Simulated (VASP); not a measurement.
Input of a VASP 6.6.1 run:

File INCAR:

```
PREC     = Accurate       # precision mode
ENCUT    = 520            # plane-wave cutoff, eV
EDIFF    = 1E-6           # SCF threshold, eV
ISMEAR   = 0              # smearing method
SIGMA    = 0.15           # smearing width, eV
LREAL    = False          # projectors in reciprocal space
LASPH    = True           # aspherical terms in the spheres
NELM     = 100            # most SCF steps
ALGO     = Fast           # electronic algorithm
ISIF     = 2              # what is computed and relaxed
LWAVE    = False          # write WAVECAR
LCHARG   = True           # write CHGCAR
GGA      = PE             # functional
LELF     = True           # ELF
LVHAR    = True         
NBANDS   = 21             # bands
```

Contents of KPOINTS:

```
regular mesh
0
Gamma
  16 16 16
```

The input POSCAR:

```
Sn
1.0
   -2.8801666307      2.9401404553      1.4890467218
    3.0001142799     -2.9401404553      1.7095572560
    2.8801666307      2.9401404553     -1.4890467218
Sn
2
Direct
    0.7500000000      0.2500000000      0.5000000000
    0.0000000000      0.0000000000      0.0000000000
```

Potentials or basis: VASP PAW PBE potentials, release 64 (Sn_d).

Run with:

```console
$ cat potpaw_PBE.64/Sn_d/POTCAR > POTCAR
$ mpirun -np 1 vasp_std > vasp.out
```

Predict the largest force.

0.151 eV/Å.

Predict the pressure.

1.5 GPa.

What does it give for the band gap on the k mesh?

Zero (bands 14 and 15 overlap by 4.14 eV).

Forces in eV/Å, atoms in the order of the input:
```
Sn   0.151  0.000 -0.015
Sn  -0.151  0.000  0.015
```

Caveat: the cell differs from its parent crystal (strain +0.0750 x Voigt [0, 0, 0, 0, 1, 0]); spin-orbit coupling is left out, which moves the levels of the heavy elements.
